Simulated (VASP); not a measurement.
# LiCl (P1) in VASP: relaxation of cell and atoms with PBE

Aim: the relaxation of cell and atoms of LiCl with PBE.

All numbers are computed with VASP 6.6.1; they aren't measurements. Logs are shortened: lines on timing, memory, paths and dates and some standing lists are left out, and cuts for length are marked.

### 1 The cell of the first run

The typed cell holds 8 atoms: a = 4.219 Å, b = 5.245 Å, c = 7.222 Å, α = 89.62°, β = 89.24°, γ = 90.89°.

### 2 Relaxation of cell and atoms, PBE

File INCAR:

```
PREC     = Accurate       # precision mode
ENCUT    = 600            # plane-wave cutoff, eV
EDIFF    = 1E-6           # SCF threshold, eV
ISMEAR   = 0              # smearing method
SIGMA    = 0.1            # smearing width, eV
LREAL    = F              # projectors in reciprocal space
LASPH    = T              # aspherical terms in the spheres
NELM     = 60             # most SCF steps
ALGO     = Normal         # electronic algorithm
ISIF     = 3              # what is computed and relaxed
LWAVE    = F              # write WAVECAR
LCHARG   = F              # write CHGCAR
GGA      = PE             # functional
IBRION   = 2              # ionic algorithm
NSW      = 100            # ionic steps
EDIFFG   = -0.015         # ionic threshold
```

File KPOINTS:

```
regular mesh
0
Gamma
  4 4 4
```

File POSCAR:

```
LiCl
1.0
   -2.0852393928      3.6675548747     -0.0323917064
    0.0356262285     -0.0267671600      5.2452510500
    6.2303633792      3.6529162746      0.0239087267
Li Cl
4 4
Direct
    0.5054051421      0.2508947521      0.1627456937
   -0.0101741853      0.2408945221      0.6689154573
   -0.0004402504      0.7423195789      0.3366914213
    0.4967989662      0.7635894550      0.8320438694
    0.4871956425      0.7496614707      0.1651981846
    0.0104318549      0.7554043810      0.6660852702
   -0.0034678034      0.2433514793      0.3382704816
    0.5142506334      0.2538843609      0.8300496220
```

Potentials or basis: VASP PAW PBE potentials, release 64 (Li_sv, Cl).

Run with:

```console
cat potpaw_PBE.64/Li_sv/POTCAR potpaw_PBE.64/Cl/POTCAR > POTCAR
mpirun -np 1 vasp_std > vasp.out
```

OUTCAR:

```text
PREC = Accurate
   ENCUT = 600
   EDIFF = 1E-6
   ISMEAR = 0
   LREAL = F
   LASPH = T
   NELM = 60
   ISIF = 3
   GGA = PE
   IBRION = 2
   NSW = 100
   EDIFFG = -0.015

 ion  position               nearest neighbor table
   1  0.505  0.251  0.163-   8 2.40   7 2.44   7 2.48   5 2.62   5 2.63
   2  0.990  0.241  0.669-   8 2.31   7 2.39   8 2.51   6 2.55
   3  1.000  0.742  0.337-   6 2.38   5 2.39   5 2.51   7 2.62   7 2.63
   4  0.497  0.764  0.832-   6 2.39   5 2.41   6 2.46   8 2.57
   5  0.487  0.750  0.165-   3 2.39   4 2.41   3 2.51   1 2.62   1 2.63
   6  0.010  0.755  0.666-   3 2.38   4 2.39   4 2.46   2 2.55
   7  0.997  0.243  0.338-   2 2.39   1 2.44   1 2.48   3 2.62   3 2.63
   8  0.514  0.254  0.830-   2 2.31   1 2.40   2 2.51   4 2.57

  LATTYP: Found a triclinic cell.
 ALAT       =     6.6805802026
 B/A-ratio  =     0.6315367687
 C/A-ratio  =     1.3403153850
 COS(alpha) =     0.0016500644
 COS(beta)  =     0.4651835608
 COS(gamma) =     0.6193900663

  Lattice vectors:

 A1 = (   2.0496131643,  -3.6407877147,  -5.2128593436)
 A2 = (   2.0852393928,  -3.6675548747,   0.0323917064)
 A3 = (  -6.2659896077,  -3.6261491146,  -5.2691597767)

Analysis of symmetry for initial positions (statically):
=====================================================================
 Subroutine PRICEL returns:
 Original cell was already a primitive cell.

 Routine SETGRP: Setting up the symmetry group for a
 triclinic supercell.

 Subroutine GETGRP returns: Found  1 space group operations
 (whereof  1 operations were pure point group operations)
 out of a pool of  2 trial point group operations.

The static configuration has the point symmetry C_1 .

Analysis of symmetry for dynamics (positions and initial velocities):
=====================================================================
 Subroutine PRICEL returns:
 Original cell was already a primitive cell.

 Routine SETGRP: Setting up the symmetry group for a
 triclinic supercell.

 Subroutine GETGRP returns: Found  1 space group operations
 (whereof  1 operations were pure point group operations)
 out of a pool of  2 trial point group operations.

The dynamic configuration has the point symmetry C_1 .

 Subroutine INISYM returns: Found  1 space group operations
 (whereof  1 operations are pure point group operations),
 and found     1 'primitive' translations

----------------------------------------------------------------------------------------

                                     Primitive cell

  volume of cell :     159.7978

  direct lattice vectors                    reciprocal lattice vectors
    -2.085239393  3.667554875 -0.032391706    -0.119908443  0.204502019  0.001858028
     0.035626229 -0.026767160  5.245251050    -0.001289197  0.000950931  0.190662253
     6.230363379  3.652916275  0.023908727     0.120379515  0.068439313 -0.000468375

  length of vectors
     4.219032034  5.245440333  7.222312426     0.237070797  0.190668983  0.138475220

  position of ions in fractional coordinates (direct lattice)
     0.505405142  0.250894752  0.162745694
     0.989825815  0.240894522  0.668915457
     0.999559750  0.742319579  0.336691421
     0.496798966  0.763589455  0.832043869
     0.487195642  0.749661471  0.165198185
     0.010431855  0.755404381  0.666085270
     0.996532197  0.243351479  0.338270482
     0.514250633  0.253884361  0.830049622

  ion indices of the primitive-cell ions
   primitive index   ion index
                 1           1
                 2           2
                 3           3
                 4           4
                 5           5
                 6           6
                 7           7
                 8           8

----------------------------------------------------------------------------------------

 KPOINTS: regular mesh

Automatic generation of k-mesh.
 Grid dimensions read from file:
 generate k-points for:    4    4    4

 Generating k-lattice:

  Cartesian coordinates                     Fractional coordinates (reciprocal lattice)
    -0.029977111  0.051125505  0.000464507     0.250000000  0.000000000 -0.000000000
    -0.000322299  0.000237733  0.047665563     0.000000000  0.250000000 -0.000000000
     0.030094879  0.017109828 -0.000117094     0.000000000  0.000000000  0.250000000

  Length of vectors
     0.059267699  0.047667246  0.034618805

  Shift w.r.t. Gamma in fractional coordinates (k-lattice)
     0.000000000  0.000000000  0.000000000

 Subroutine IBZKPT returns following result:
 ===========================================

 Found     36 irreducible k-points:

 Following reciprocal coordinates:
            Coordinates               Weight
  0.000000  0.000000  0.000000      1.000000
  0.250000  0.000000 -0.000000      2.000000
  0.500000  0.000000 -0.000000      1.000000
 -0.000000  0.250000 -0.000000      2.000000
  0.250000  0.250000 -0.000000      2.000000
  0.500000  0.250000 -0.000000      2.000000
[... 16 lines left out ...]
 -0.000000 -0.250000  0.250000      2.000000
  0.250000 -0.250000  0.250000      2.000000
 [... further k-points ...]
   k-points           NKPTS =     36   k-points in BZ     NKDIM =     36   number of bands    NBANDS=     25
   number of dos      NEDOS =    301   number of ions     NIONS =      8
   total plane-waves  NPLWV =  90720
   dimension x,y,z NGX =    36 NGY =   42 NGZ =   60
   dimension x,y,z NGXF=    72 NGYF=   84 NGZF=  120
   ions per type =               4   4
   NGX,Y,Z   is equivalent  to a cutoff of  14.19, 13.31, 13.81 a.u.
   NGXF,Y,Z  is equivalent  to a cutoff of  28.37, 26.62, 27.62 a.u.
 SYSTEM =  unknown system
   PREC   = accura    normal or accurate (medium, high low for compatibility)
   ISTART =      0    job   : 0-new  1-cont  2-samecut
   ICHARG =      2    charge: 1-file 2-atom 10-const
   ISPIN  =      1    spin polarized calculation?
   LNONCOLLINEAR =      F non collinear calculations
   LSORBIT =      F    spin-orbit coupling
   LASPH  =      T    aspherical Exc in radial PAW
   ENCUT  =  600.0 eV  44.10 Ry    6.64 a.u.   8.43 10.48 14.42*2*pi/ulx,y,z
   NELM   =     60;   NELMIN=  2; NELMDL= -5     # of ELM steps
   EDIFF  = 0.1E-05   stopping-criterion for ELM
   LREAL  =      F    real-space projection
   EDIFFG = -.1E-01   stopping-criterion for IOM
   NSW    =    100    number of steps for IOM
   IBRION =      2    ionic relax: 0-MD 1-quasi-New 2-CG
   NFREE  =      1    steps in history (QN), initial steepest desc. (CG)
   ISIF   =      3    stress and relaxation
   ISYM   =      2    0-nonsym 1-usesym 2-fastsym
   POTIM  = 0.5000    time-step for ionic-motion
   TEBEG  =    0.0;   TEEND  =   0.0 temperature during run
   PSTRESS=    0.0 pullay stress
   NELECT =      40.0000    total number of electrons
   NUPDOWN=      -1.0000    fix difference up-down
   EMIN   =  10.00;   EMAX   =-10.00  energy-range for DOS
   EFERMI =   0.00;   METHOD = LEGACY
   ISMEAR =     0;   SIGMA  =   0.10  broadening in eV -4-tet -1-fermi 0-gaus
   EFERMI_NEDOS =   21; number of points for ismear=-14 and -15
   IALGO  =     38    algorithm
   IMIX   =      4    mixing-type and parameters
     AMIX     =   0.40;   BMIX     =  1.00
     AMIX_MAG =   1.60;   BMIX_MAG =  1.00
  volume/ion in A,a.u.               =      19.97       134.80
  Fermi-wavevector in a.u.,A,eV,Ry     =   1.031742  1.949710 14.483296  1.064492
  Thomas-Fermi vector in A             =   2.165906
   LORBIT       =      0    0 simple, 1 ext, 2 COOP (PROOUT), +10 PAW based schemes
   GGA     = PE    functional components
   LHFCALC =     F    Hartree Fock is set to
   AEXX    =    0.0000 exact exchange contribution
   IVDW    =     0    specifies the selected vdW correction
   LEPSILON=     F    determine dielectric tensor
   LRPA    =     F    only Hartree local field effects (RPA)
 conjugate gradient relaxation of ions
 non-spin polarized calculation
 Gauss-broadening in eV      SIGMA  =   0.10
  energy-cutoff  :      600.00
  volume of cell :      159.80
 maximum number of plane-waves:      5363
 NGX is ok and might be reduce to    36
   NGX = 17   NGY = 21   NGZ = 29

--------------------------------------- Ionic step        1  -------------------------------------------

 number of electron      40.0000011 magnetization

 Free energy of the ion-electron system (eV)
  ---------------------------------------------------
  ext. energy  EPLUGINS =         0.00000000
  ---------------------------------------------------
  free energy    TOTEN  =       -29.54037377 eV

  energy without entropy =      -29.54037377  energy(sigma->0) =      -29.54037377

------------------------ aborting loop because EDIFF is reached ----------------------------------------

  FORCE on cell =-STRESS in cart. coord.  units (eV):
  Direction    XX          YY          ZZ          XY          YZ          ZX
  --------------------------------------------------------------------------------------
  -------------------------------------------------------------------------------------
  Total        0.5752894     -0.3223153      0.2132791      0.0283122      0.1693382     -0.2459018
  in kB        5.7680131     -3.2316240      2.1383965      0.2838664      1.6978319     -2.4654805
  external PRESSURE =       1.5582618 kB  Pullay stress =       0.0000000 kB
[... 107 lines left out ...]
  FREE ENERGIE OF THE ION-ELECTRON SYSTEM (eV)
  ---------------------------------------------------
  free  energy   TOTEN  =       -29.5686161914 eV

  energy  without entropy=      -29.5686161914  energy(sigma->0) =      -29.56861619

 E-fermi :   0.0032     XC(G=0):  -7.8397

 val. band max:       -0.4459428123   @ k =   0.0000   0.0000   0.0000
 cond. band min:       5.1665064194   @ k =   0.0000   0.0000   0.0000
 fundamental gap:      5.6124492317
 Fermi energy:         0.0031733840

 k-point     1 :       0.0000    0.0000    0.0000
  band No.  band energies     occupation
      1     -43.9966      2.00000
      2     -43.9882      2.00000
      3     -43.9854      2.00000
      4     -43.9768      2.00000
      5     -13.7501      2.00000
      6     -13.4505      2.00000
[... 661 lines left out ...]
     24       7.8927      0.00000
     25       8.4042      0.00000

 [... further k-points ...]

[... ionic steps 4 to 8 ...]

--------------------------------------- Ionic step        9  -------------------------------------------

 number of electron      39.9999985 magnetization

------------------------ aborting loop because EDIFF is reached ----------------------------------------

  FORCE on cell =-STRESS in cart. coord.  units (eV):
  Direction    XX          YY          ZZ          XY          YZ          ZX
  --------------------------------------------------------------------------------------
  -------------------------------------------------------------------------------------
  Total       -0.0011094     -0.0440438     -0.0191184     -0.0015106     -0.0087162      0.0075466
  in kB       -0.0110859     -0.4401242     -0.1910482     -0.0150949     -0.0871004      0.0754123
  external PRESSURE =      -0.2140861 kB  Pullay stress =       0.0000000 kB
[... 69 lines left out ...]
  energy  without entropy=      -29.5756317466  energy(sigma->0) =      -29.57563175

--------------------------------------- Ionic step       11  -------------------------------------------

 number of electron      39.9999984 magnetization

 Free energy of the ion-electron system (eV)
  ---------------------------------------------------
  ext. energy  EPLUGINS =         0.00000000
  ---------------------------------------------------
  free energy    TOTEN  =       -29.57581119 eV

  energy without entropy =      -29.57581119  energy(sigma->0) =      -29.57581119

 E-fermi :  -0.0241     XC(G=0):  -7.8211

 val. band max:       -0.4720815931   @ k =   0.0000   0.0000   0.0000
 cond. band min:       5.1199449353   @ k =   0.0000   0.0000   0.0000
 fundamental gap:      5.5920265284
 Fermi energy:        -0.0240831126

 k-point     1 :       0.0000    0.0000    0.0000
  band No.  band energies     occupation
      1     -44.0279      2.00000
      2     -44.0265      2.00000
      3     -44.0251      2.00000
      4     -44.0226      2.00000
      5     -13.7658      2.00000
      6     -13.4687      2.00000
[... 661 lines left out ...]
     24       7.8451      0.00000
     25       8.3605      0.00000

 [... further k-points ...]

------------------------ aborting loop because EDIFF is reached ----------------------------------------

  FORCE on cell =-STRESS in cart. coord.  units (eV):
  Direction    XX          YY          ZZ          XY          YZ          ZX
  --------------------------------------------------------------------------------------
  -------------------------------------------------------------------------------------
  Total        0.0093061      0.0289435     -0.0100518      0.0029552      0.0101170     -0.0114514
  in kB        0.0931093      0.2895858     -0.1005700      0.0295678      0.1012230     -0.1145739
  external PRESSURE =       0.0940417 kB  Pullay stress =       0.0000000 kB
[... 23 lines left out ...]
  FREE ENERGIE OF THE ION-ELECTRON SYSTEM (eV)
  ---------------------------------------------------
  free  energy   TOTEN  =       -29.5758111858 eV

  energy  without entropy=      -29.5758111858  energy(sigma->0) =      -29.57581119

 reached required accuracy - stopping structural energy minimisation
```

Wall time 9 min (1 thread of AMD EPYC 9R45 (Zen 5), shared host); peak memory 0.33 GiB.

What came out:

* Free energy: -29.5758 eV
* Relaxed volume: 20.02 Å³/atom
* Relaxed cell: a = 4.183 Å, b = 5.288 Å, c = 7.240 Å, α = 89.99°, β = 90.02°, γ = 90.04°
* Space group after relaxing (to 0.1 Å): P6_3/mmc (No. 194)
* Energy gained by relaxing: 4.4 meV/atom
* Ionic steps: 11
* Pressure after relaxing: 0.0 GPa
* Largest force after relaxing: 0.015 eV/Å
* Band gap on the k mesh: 5.59 eV

Forces on the atoms (eV/Å):
```
Li  -0.002  0.001 -0.002
Li   0.002 -0.001  0.011
Li  -0.002  0.008  0.006
Li  -0.005  0.000 -0.014
Cl  -0.003 -0.005 -0.002
Cl   0.007 -0.004 -0.004
Cl   0.001  0.001  0.000
Cl   0.002  0.000  0.005
```

The path:
| step | energy change (eV) | largest force (eV/Å) | pressure (GPa) | volume (Å³) |
| --- | --- | --- | --- | --- |
| 1 | 0.0000 | 0.2537 | 0.16 | 159.80 |
| 2 | -0.0127 | 0.1822 | 0.04 | 160.25 |
| 3 | -0.0282 | 0.1003 | -0.20 | 161.46 |
| 4 | -0.0283 | 0.1034 | -0.21 | 161.54 |
| 5 | -0.0317 | 0.0717 | -0.08 | 160.69 |
| 6 | -0.0336 | 0.0326 | 0.14 | 159.36 |
| 7 | -0.0345 | 0.0293 | 0.05 | 159.88 |
| 8 | -0.0347 | 0.0318 | -0.02 | 160.32 |
| 9 | -0.0351 | 0.0238 | -0.02 | 160.33 |
| 10 | -0.0353 | 0.0165 | -0.02 | 160.35 |
| 11 | -0.0354 | 0.0146 | 0.01 | 160.13 |

Final structure:
```cif
data_structure
_symmetry_space_group_name_H-M 'P 1'
_symmetry_Int_Tables_number 1
_cell_length_a 4.1828
_cell_length_b 5.2875
_cell_length_c 7.2404
_cell_angle_alpha 89.986
_cell_angle_beta 90.018
_cell_angle_gamma 90.044
_cell_volume 160.13
loop_
_atom_site_label
_atom_site_type_symbol
_atom_site_fract_x
_atom_site_fract_y
_atom_site_fract_z
_atom_site_occupancy
Li1 Li 0.49803 0.25041 0.16670 1
Li2 Li 0.00221 0.24532 0.66649 1
Li3 Li 0.99730 0.74471 0.33326 1
Li4 Li 0.50189 0.75735 0.83364 1
Cl1 Cl 0.49788 0.75059 0.16701 1
Cl2 Cl 0.00230 0.75092 0.66662 1
Cl3 Cl 0.99813 0.25095 0.33309 1
Cl4 Cl 0.50225 0.24976 0.83320 1
```

Caveat: the cutoff is under 1.25 times the usual one of these potentials, so pressure, stress and relaxed cells hold a basis-set (Pulay) error. A k mesh can miss the band edges.
